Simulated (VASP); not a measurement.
Input of a VASP 6.6.1 run:

The input POSCAR:

```
Ag
1.0
    0.0000000000      2.2195150262      1.7312217205
    2.2195150262      0.0000000000      1.7312217205
    2.2195150262      2.2195150262      0.0000000000
Ag
1
Direct
    0.0000000000      0.0000000000      0.0000000000
```

The input INCAR.step1:

```
  PREC = Accurate
  ENCUT = 520
  ISMEAR = 0
  SIGMA = 0.15
  LREAL = F
  LASPH = T
  NELM = 100
  NBANDS = 12
  GGA = PE
  ALGO = Normal
  EDIFF = 1E-4
  LWAVE = T
  LCHARG = F
```

The input INCAR.step2:

```
  PREC = Accurate
  ENCUT = 520
  EDIFF = 1E-6
  ISMEAR = 0
  SIGMA = 0.15
  LREAL = F
  LASPH = T
  NELM = 100
  ALGO = Normal
  ISIF = 2
  LWAVE = F
  LCHARG = F
  METAGGA = R2SCAN
  LMIXTAU = T
  NBANDS = 12
  ISTART = 1
```

Contents of KPOINTS:

```
regular mesh
0
Gamma
  22 22 22
```

Potentials or basis: VASP PAW PBE potentials, release 64 (Ag).

The run is started by

```sh
$ cat potpaw_PBE.64/Ag/POTCAR > POTCAR
$ cp INCAR.step1 INCAR
$ mpirun -np 1 vasp_std > vasp.out
$ cp INCAR.step2 INCAR
$ mpirun -np 1 vasp_std > vasp.out
```

Problem. Predict the pressure.

Solution. 2.3 GPa.

Stress tensor (GPa, compression positive):
```
1.80 0.00 0.00
0.00 1.80 0.00
0.00 0.00 3.44
```

Caveat: the PAW data sets were made with another functional, which shifts forces and pressure a little.
